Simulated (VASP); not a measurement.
# PrHRh3 (P6_3/mcm) in VASP: further runs

Runs on PrHRh3. Level: PBE. Tasks: relaxation of cell and atoms, single point.

All numbers are computed with VASP 6.6.1; they aren't measurements. Logs are shortened: lines on timing, memory, paths and dates and some standing lists are left out, and cuts for length are marked.

### 1 The cell of the first run

Symmetry: P6_3/mcm, No. 193, hexagonal system. Conventional cell: a = 5.291 Å, b = 5.291 Å, c = 7.540 Å, α = 90.00°, β = 90.00°, γ = 120.00°. Within 2.5 Å of Pr (site symmetry -3m) lie 2 H at 1.89 Å. Within 2.5 Å of H (site symmetry -62m) lie 2 Pr at 1.89 Å and 3 Rh at 2.13 Å. Rh (site symmetry m2m) has 1 H at 2.13 Å and 4 Rh at 2.79 Å and 2 Pr at 2.85 Å within 2.9 Å.

The cell was generated, and may not be a known phase.

### 2 Relaxation of cell and atoms, PBE

The input, INCAR:

```
  ALGO = Normal
  EDIFF = 1E-7
  EDIFFG = -0.08
  ENCUT = 500
  GGA = PE
  GGA_COMPAT = F
  IBRION = 2
  ISIF = 3
  ISMEAR = 0
  LASPH = T
  LCHARG = F
  LMAXMIX = 6
  LREAL = F
  LWAVE = F
  NELM = 200
  NELMIN = 4
  NSW = 36
  PREC = Accurate
  SIGMA = 0.2
```

The input, KPOINTS:

```
k-points
0
Gamma
  4 4 2
```

The input, POSCAR:

```
PrHRh3
1.0
    5.2910792900      0.0000000000      0.0000000000
   -2.6455396500      4.5822090800      0.0000000000
    0.0000000000      0.0000000000      7.5402332100
Pr H Rh
2 2 6
Direct
    0.0000000000      0.0000000000      0.0000000000
    0.0000000000      0.0000000000      0.5000000000
    0.0000000000      0.0000000000      0.2500000000
    0.0000000000      0.0000000000      0.7500000000
    0.5969287200      0.0000000000      0.2500000000
    0.0000000000      0.5969287200      0.2500000000
    0.4030712800      0.4030712800      0.2500000000
    0.4030712800      0.0000000000      0.7500000000
    0.0000000000      0.4030712800      0.7500000000
    0.5969287200      0.5969287200      0.7500000000
```

Potentials or basis: VASP PAW PBE potentials, release 64 (Pr_3, H, Rh_pv), 4f in core.

Run with:

```sh
cat potpaw_PBE.64/Pr_3/POTCAR potpaw_PBE.64/H/POTCAR potpaw_PBE.64/Rh_pv/POTCAR > POTCAR
mpirun -np 1 vasp_std > vasp.out
```

OUTCAR:

```text
EDIFF = 1E-7
   EDIFFG = -0.08
   ENCUT = 500
   GGA = PE
   IBRION = 2
   ISIF = 3
   ISMEAR = 0
   LASPH = T
   LREAL = F
   NELM = 200
   NELMIN = 4
   NSW = 36
   PREC = Accurate

 ion  position               nearest neighbor table
   1  0.000  0.000  0.000-   3 1.89   4 1.89   7 2.85  10 2.85   8 2.85   5 2.85   9 2.85   6 2.85
                             2 3.77   2 3.77
   2  0.000  0.000  0.500-   3 1.89   4 1.89   7 2.85  10 2.85   8 2.85   5 2.85   9 2.85   6 2.85
                             1 3.77   1 3.77
   3  0.000  0.000  0.250-   1 1.89   2 1.89
   4  0.000  0.000  0.750-   1 1.89   2 1.89
   5  0.597  0.000  0.250-   6 2.79   6 2.79   7 2.79   7 2.79   2 2.85   1 2.85
   6  0.000  0.597  0.250-   5 2.79   7 2.79   5 2.79   7 2.79   2 2.85   1 2.85
   7  0.403  0.403  0.250-   6 2.79   6 2.79   5 2.79   5 2.79   1 2.85   2 2.85
   8  0.403  0.000  0.750-   9 2.79   9 2.79  10 2.79  10 2.79   1 2.85   2 2.85
   9  0.000  0.403  0.750-   8 2.79  10 2.79   8 2.79  10 2.79   1 2.85   2 2.85
  10  0.597  0.597  0.750-   9 2.79   9 2.79   8 2.79   8 2.79   1 2.85   2 2.85

  LATTYP: Found a hexagonal cell.
 ALAT       =     5.2910792900
 C/A-ratio  =     1.4250841457

  Lattice vectors:

 A1 = (   5.2910792900,   0.0000000000,   0.0000000000)
 A2 = (  -2.6455396500,   4.5822090800,   0.0000000000)
 A3 = (   0.0000000000,   0.0000000000,   7.5402332100)

Analysis of symmetry for initial positions (statically):
=====================================================================
 Subroutine PRICEL returns:
 Original cell was already a primitive cell.

 Routine SETGRP: Setting up the symmetry group for a
 hexagonal supercell.

 Subroutine GETGRP returns: Found 24 space group operations
 (whereof 12 operations were pure point group operations)
 out of a pool of 24 trial point group operations.

The static configuration has the point symmetry D_3d.
 The point group associated with its full space group is D_6h.

Analysis of symmetry for dynamics (positions and initial velocities):
=====================================================================
 Subroutine PRICEL returns:
 Original cell was already a primitive cell.

 Routine SETGRP: Setting up the symmetry group for a
 hexagonal supercell.

 Subroutine GETGRP returns: Found 24 space group operations
 (whereof 12 operations were pure point group operations)
 out of a pool of 24 trial point group operations.

The dynamic configuration has the point symmetry D_3d.
 The point group associated with its full space group is D_6h.

 Subroutine INISYM returns: Found 24 space group operations
 (whereof 12 operations are pure point group operations),
 and found     1 'primitive' translations

----------------------------------------------------------------------------------------

                                     Primitive cell

  volume of cell :     182.8117

  direct lattice vectors                    reciprocal lattice vectors
     5.291079290  0.000000000  0.000000000     0.188997357  0.109117675  0.000000000
    -2.645539650  4.582209080  0.000000000     0.000000000  0.218235349  0.000000000
     0.000000000  0.000000000  7.540233210     0.000000000  0.000000000  0.132621893

  length of vectors
     5.291079290  5.291079294  7.540233210     0.218235350  0.218235349  0.132621893

  position of ions in fractional coordinates (direct lattice)
     0.000000000  0.000000000  0.000000000
     0.000000000  0.000000000  0.500000000
     0.000000000  0.000000000  0.250000000
     0.000000000  0.000000000  0.750000000
     0.596928720  0.000000000  0.250000000
     0.000000000  0.596928720  0.250000000
     0.403071280  0.403071280  0.250000000
     0.403071280  0.000000000  0.750000000
     0.000000000  0.403071280  0.750000000
     0.596928720  0.596928720  0.750000000

  ion indices of the primitive-cell ions
   primitive index   ion index
                 1           1
                 2           2
                 3           3
                 4           4
                 5           5
                 6           6
                 7           7
                 8           8
                 9           9
                10          10

----------------------------------------------------------------------------------------

 KPOINTS: k-points

Automatic generation of k-mesh.
 Grid dimensions read from file:
 generate k-points for:    4    4    2

 Generating k-lattice:

  Cartesian coordinates                     Fractional coordinates (reciprocal lattice)
     0.047249339  0.027279419  0.000000000     0.250000000  0.000000000  0.000000000
     0.000000000  0.054558837  0.000000000     0.000000000  0.250000000  0.000000000
     0.000000000  0.000000000  0.066310946     0.000000000  0.000000000  0.500000000

  Length of vectors
     0.054558837  0.054558837  0.066310946

  Shift w.r.t. Gamma in fractional coordinates (k-lattice)
     0.000000000  0.000000000  0.000000000

 Subroutine IBZKPT returns following result:
 ===========================================

 Found      8 irreducible k-points:

 Following reciprocal coordinates:
            Coordinates               Weight
  0.000000  0.000000  0.000000      1.000000
  0.250000  0.000000  0.000000      6.000000
  0.500000  0.000000  0.000000      3.000000
  0.250000  0.250000  0.000000      6.000000
  0.000000  0.000000  0.500000      1.000000
  0.250000  0.000000  0.500000      6.000000
  0.500000  0.000000  0.500000      3.000000
  0.250000  0.250000  0.500000      6.000000
   k-points           NKPTS =      8   k-points in BZ     NKDIM =      8   number of bands    NBANDS=     68
   number of dos      NEDOS =    301   number of ions     NIONS =     10
   total plane-waves  NPLWV =  89600
   dimension x,y,z NGX =    40 NGY =   40 NGZ =   56
   dimension x,y,z NGXF=    80 NGYF=   80 NGZF=  112
   ions per type =               2   2   6
   NGX,Y,Z   is equivalent  to a cutoff of  12.57, 12.57, 12.35 a.u.
   NGXF,Y,Z  is equivalent  to a cutoff of  25.14, 25.14, 24.69 a.u.
 SYSTEM =  unknown system
   PREC   = accura    normal or accurate (medium, high low for compatibility)
   ISTART =      0    job   : 0-new  1-cont  2-samecut
   ICHARG =      2    charge: 1-file 2-atom 10-const
   ISPIN  =      1    spin polarized calculation?
   LNONCOLLINEAR =      F non collinear calculations
   LSORBIT =      F    spin-orbit coupling
   LASPH  =      T    aspherical Exc in radial PAW
   ENCUT  =  500.0 eV  36.75 Ry    6.06 a.u.   9.65  9.65 13.75*2*pi/ulx,y,z
   NELM   =    200;   NELMIN=  4; NELMDL= -5     # of ELM steps
   EDIFF  = 0.1E-06   stopping-criterion for ELM
   LREAL  =      F    real-space projection
   EDIFFG = -.8E-01   stopping-criterion for IOM
   NSW    =     36    number of steps for IOM
   IBRION =      2    ionic relax: 0-MD 1-quasi-New 2-CG
   NFREE  =      1    steps in history (QN), initial steepest desc. (CG)
   ISIF   =      3    stress and relaxation
   ISYM   =      2    0-nonsym 1-usesym 2-fastsym
   POTIM  = 0.5000    time-step for ionic-motion
   TEBEG  =    0.0;   TEEND  =   0.0 temperature during run
   PSTRESS=    0.0 pullay stress
   NELECT =     114.0000    total number of electrons
   NUPDOWN=      -1.0000    fix difference up-down
   EMIN   =  10.00;   EMAX   =-10.00  energy-range for DOS
   EFERMI =   0.00;   METHOD = LEGACY
   ISMEAR =     0;   SIGMA  =   0.20  broadening in eV -4-tet -1-fermi 0-gaus
   EFERMI_NEDOS =   21; number of points for ismear=-14 and -15
   IALGO  =     38    algorithm
   IMIX   =      4    mixing-type and parameters
     AMIX     =   0.40;   BMIX     =  1.00
     AMIX_MAG =   1.60;   BMIX_MAG =  1.00
  volume/ion in A,a.u.               =      18.28       123.37
  Fermi-wavevector in a.u.,A,eV,Ry     =   1.398648  2.643062 26.615942  1.956217
  Thomas-Fermi vector in A             =   2.521785
   LORBIT       =      0    0 simple, 1 ext, 2 COOP (PROOUT), +10 PAW based schemes
   GGA     = PE    functional components
   LHFCALC =     F    Hartree Fock is set to
   AEXX    =    0.0000 exact exchange contribution
   IVDW    =     0    specifies the selected vdW correction
   LEPSILON=     F    determine dielectric tensor
   LRPA    =     F    only Hartree local field effects (RPA)
 conjugate gradient relaxation of ions
 non-spin polarized calculation
 Gauss-broadening in eV      SIGMA  =   0.20
  energy-cutoff  :      500.00
  volume of cell :      182.81
 maximum number of plane-waves:      4684
 NGX is ok and might be reduce to    40
   NGX = 19   NGY = 19   NGZ = 27

--------------------------------------- Ionic step        1  -------------------------------------------

 number of electron     114.0000023 magnetization

 Free energy of the ion-electron system (eV)
  ---------------------------------------------------
  ext. energy  EPLUGINS =         0.00000000
  ---------------------------------------------------
  free energy    TOTEN  =       -53.96180436 eV

  energy without entropy =      -53.62761835  energy(sigma->0) =      -53.79471136

------------------------ aborting loop because EDIFF is reached ----------------------------------------

  FORCE on cell =-STRESS in cart. coord.  units (eV):
  Direction    XX          YY          ZZ          XY          YZ          ZX
  --------------------------------------------------------------------------------------
  -------------------------------------------------------------------------------------
  Total      -16.2712669    -16.2712669     30.6998490      0.0000000      0.0000000      0.0000000
  in kB     -142.6027828   -142.6027828    269.0561186      0.0000002      0.0000000      0.0000000
  external PRESSURE =      -5.3831490 kB  Pullay stress =       0.0000000 kB
[... 337 lines left out ...]
  energy  without entropy=      -60.6873983726  energy(sigma->0) =      -60.78949478

--------------------------------------- Ionic step        9  -------------------------------------------

 number of electron     113.9999910 magnetization

 Free energy of the ion-electron system (eV)
  ---------------------------------------------------
  ext. energy  EPLUGINS =         0.00000000
  ---------------------------------------------------
  free energy    TOTEN  =       -60.93382506 eV

  energy without entropy =      -60.72406457  energy(sigma->0) =      -60.82894481

 E-fermi :   5.6011     XC(G=0): -10.8462

 val. band max:        5.5188559873   @ k =   0.2500   0.0000   0.0000
 cond. band min:       5.6027642369   @ k =   0.0000   0.0000   0.0000
 fundamental gap:      0.0839082496
 Fermi energy:         5.6010603187

 k-point     1 :       0.0000    0.0000    0.0000
  band No.  band energies     occupation
      1     -40.6707      2.00000
      2     -40.6704      2.00000
      3     -40.5185      2.00000
      4     -40.5185      2.00000
      5     -40.5184      2.00000
      6     -40.5184      2.00000
[... 594 lines left out ...]
  FREE ENERGIE OF THE ION-ELECTRON SYSTEM (eV)
  ---------------------------------------------------
  free  energy   TOTEN  =       -60.9338250591 eV

  energy  without entropy=      -60.7240645681  energy(sigma->0) =      -60.82894481

 reached required accuracy - stopping structural energy minimisation
```

Wall time 15 min (1 thread of Intel Xeon Platinum 8259CL at 2.50GHz (Skylake/Cascade Lake), shared host); peak memory 0.35 GiB.

Results:

```yaml
Free_energy: -60.9338 eV
Relaxed_volume: 18.78 Å³/atom
Relaxed_cell: a = 4.725 Å, b = 4.725 Å, c = 9.712 Å, α = 90.00°, β = 90.00°, γ = 120.00°
Space_group_after_relaxing_to_0.1_Å: P6_3/mcm (No. 193)
Energy_gained_by_relaxing: 697.2 meV/atom
Ionic_steps: 9
Pressure_after_relaxing: -0.2 GPa
Largest_force_after_relaxing: 0.016 eV/Å
Band_gap_on_the_k_mesh: zero (bands 57 and 58 overlap by 0.30 eV)
```

Forces in eV/Å, atoms in the order of the input:
```
Pr   0.000  0.000  0.000
Pr   0.000  0.000  0.000
H    0.000  0.000  0.000
H    0.000  0.000  0.000
Rh  -0.016  0.000  0.000
Rh   0.008 -0.013  0.000
Rh   0.008  0.013  0.000
Rh   0.016  0.000  0.000
Rh  -0.008  0.013  0.000
Rh  -0.008 -0.013  0.000
```

Stress tensor (GPa, compression positive):
```
-0.24  0.00  0.00
 0.00 -0.24  0.00
 0.00  0.00  0.03
```

Step by step:
| step | energy change (eV) | largest force (eV/Å) | pressure (GPa) | volume (Å³) |
| --- | --- | --- | --- | --- |
| 1 | 0.0000 | 0.4285 | -0.54 | 182.81 |
| 2 | -5.1191 | 1.1268 | 3.02 | 178.23 |
| 3 | -5.4110 | 2.1811 | 9.38 | 174.61 |
| 4 | -5.4875 | 1.9099 | 7.50 | 175.54 |
| 5 | -6.4780 | 1.1435 | -5.50 | 197.87 |
| 6 | -6.4837 | 1.2291 | -4.62 | 195.79 |
| 7 | -6.9220 | 0.0328 | -0.11 | 189.37 |
| 8 | -6.9298 | 0.1321 | -0.73 | 190.07 |
| 9 | -6.9720 | 0.0155 | -0.15 | 187.80 |

Final structure:
```yaml
crystal:
  lattice:
    - [4.72543, 0.00000, 0.00000]
    - [-2.36271, 4.09234, 0.00000]
    - [0.00000, 0.00000, 9.71153]
  atoms:
    - { symbol: Pr, position: [0.00000, 0.00000, 0.00000] }
    - { symbol: Pr, position: [0.00000, 0.00000, 0.50000] }
    - { symbol: H, position: [0.00000, 0.00000, 0.25000] }
    - { symbol: H, position: [0.00000, 0.00000, 0.75000] }
    - { symbol: Rh, position: [0.62872, 0.00000, 0.25000] }
    - { symbol: Rh, position: [0.00000, 0.62872, 0.25000] }
    - { symbol: Rh, position: [0.37128, 0.37128, 0.25000] }
    - { symbol: Rh, position: [0.37128, 0.00000, 0.75000] }
    - { symbol: Rh, position: [0.00000, 0.37128, 0.75000] }
    - { symbol: Rh, position: [0.62872, 0.62872, 0.75000] }
```

Caveat: the k points lie up to 0.38 Å⁻¹ apart in the final cell; a cell axis changed by over 15 % at a fixed basis, so the end point is rough; spin-orbit coupling is left out, which moves the levels of the heavy elements; the 4f electrons are frozen in the core, so they carry no moment and show no levels.

(Continued in part 2 of 2.)

The gap in the log of VASP goes by the Fermi energy; the results here count the filled bands.